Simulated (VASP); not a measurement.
## Rh: single point with PBE

Rh:

```
CELL_PARAMETERS angstrom
2.82757 0.00000 0.00000
-1.41379 2.44875 0.00000
0.00000 0.00000 4.56286
ATOMIC_POSITIONS crystal
Rh 0.33333 0.66667 0.25000
Rh 0.66667 0.33333 0.75000
```

This cell differs from its parent crystal: volume scaled by 1.12.

```yaml
Program: VASP 6.6.1
Task: single point
Functional: PBE
Potentials_or_basis: VASP PAW PBE potentials, release 64 (Rh_pv)
Cutoff: 520 eV
k_mesh: 15 × 15 × 8
Occupations: fermi-dirac, width 0.05 eV
Spin: collinear spin, ferromagnetic start
Starting_moments: "[1.0, 1.0] μB"
Dipole_correction: no
Further_INCAR_settings: ALGO = Normal; EDIFF = 1e-06; NBANDS = 26
```

* Pressure: -21.4 GPa
* Band gap on the k mesh: zero (filled and empty bands overlap)
* Net moment: 0.00 μB per cell
* Valence electrons inside the program's atomic spheres: Rh 13.57

Stress tensor (GPa, compression positive):
```
-21.03   0.00   0.00
  0.00 -21.03   0.00
  0.00   0.00 -22.11
```

Levels at points of the mesh, in eV from the Fermi level:
Spin up:
| k point | band 12 | band 13 | band 14 | band 15 | band 16 | band 17 | band 18 | band 19 |
| --- | --- | --- | --- | --- | --- | --- | --- | --- |
| (0.00, 0.00, 0.00) | -2.01 | -2.01 | -1.55 | -1.55 | 0.11 | 0.11 | 0.94 | 7.39 |
| (0.00, 0.00, 0.50) | -2.52 | -2.52 | -2.52 | -0.36 | -0.36 | -0.36 | -0.36 | 14.08 |
Spin down:
```csv
k point,band 12,band 13,band 14,band 15,band 16,band 17,band 18,band 19
"(0.00, 0.00, 0.00)",-2.01,-2.01,-1.55,-1.55,0.11,0.11,0.94,7.39
"(0.00, 0.00, 0.50)",-2.52,-2.52,-2.52,-0.36,-0.36,-0.36,-0.36,14.08
```

Wall time 2.5 min on 1 thread of Intel Xeon 6975P-C (shared host), peak memory 0.28 GiB.
